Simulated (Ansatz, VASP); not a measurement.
**Two plane-wave programs on Sc2Cd**

```
CELL_PARAMETERS angstrom
0.00000 3.97946 3.97946
3.97946 0.00000 3.97946
3.97946 3.97946 0.00000
ATOMIC_POSITIONS crystal
Sc 0.62500 0.62500 0.62500
Sc 0.12500 0.62500 0.62500
Sc 0.62500 0.62500 0.12500
Sc 0.62500 0.12500 0.62500
Cd 0.00000 0.00000 0.00000
Cd 0.25000 0.25000 0.25000
```

Alike in both runs: task relaxation of cell and atoms; functional PBE; k mesh 4 × 4 × 4; occupations gaussian, width 0.1 eV; no spin polarisation.

```csv
,VASP,Ansatz
version,VASP 6.6.1,Ansatz 0.2.0
potentials or method,"VASP PAW PBE potentials, release 64 (Sc_sv, Cd), cutoff 600 eV","scalar-relativistic, plane waves, PAW"
valence electrons in the cell,68,84
```

|  | VASP | Ansatz | Ansatz less VASP |
| --- | --- | --- | --- |
| gap on the k mesh at the Fermi level, each at its own relaxed structure (eV) | none | none | - |
| relaxed volume (Å³/atom) | 24.08 | 24.23 | +0.151 |
| relaxed length of the cell vector where the two differ most in proportion (Å) | 5.890 | 5.902 | +0.0123 |

A gap of «none» marks a metal or a gap that the smearing closes. VASP's potentials hold 68 valence electrons a cell and Ansatz's 84, so a difference there can come from the potentials and not from the codes.
